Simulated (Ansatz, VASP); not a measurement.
# Zn4SO3 in VASP and in Ansatz

```
CELL_PARAMETERS angstrom
3.45884 0.00000 0.00000
0.00000 3.45884 0.00000
0.00000 0.00000 9.35065
ATOMIC_POSITIONS crystal
Zn 0.50000 0.00000 0.66083
Zn 0.00000 0.50000 0.88834
Zn 0.50000 0.00000 0.11166
Zn 0.00000 0.50000 0.33917
S 0.50000 0.50000 0.50000
O 0.00000 0.00000 0.77614
O 0.50000 0.50000 0.00000
O 0.00000 0.00000 0.22386
```

Alike in both runs: functional PBE; k mesh 12 × 12 × 4; occupations gaussian, width 0.1 eV; no spin polarisation.

Ansatz relaxed the structure, and its values are those at the end. VASP's run is a single point on that final structure, the one shown.

```csv
,VASP,Ansatz
version,VASP 6.6.1,Ansatz 0.2.0
potentials or method,"VASP PAW PBE potentials, release 64 (Zn, S, O), cutoff 520 eV","scalar-relativistic, plane waves, PAW"
valence electrons in the cell,72,72
```

|  | VASP | Ansatz | Ansatz less VASP |
| --- | --- | --- | --- |
| pressure (GPa) | 0.6 | 0.0 | -0.57 |
| rms of the force components (eV/Å) | 0.009 | 0.001 | -0.0085 |

With one functional, cell and mesh, what is left measures potentials, basis and numerics.
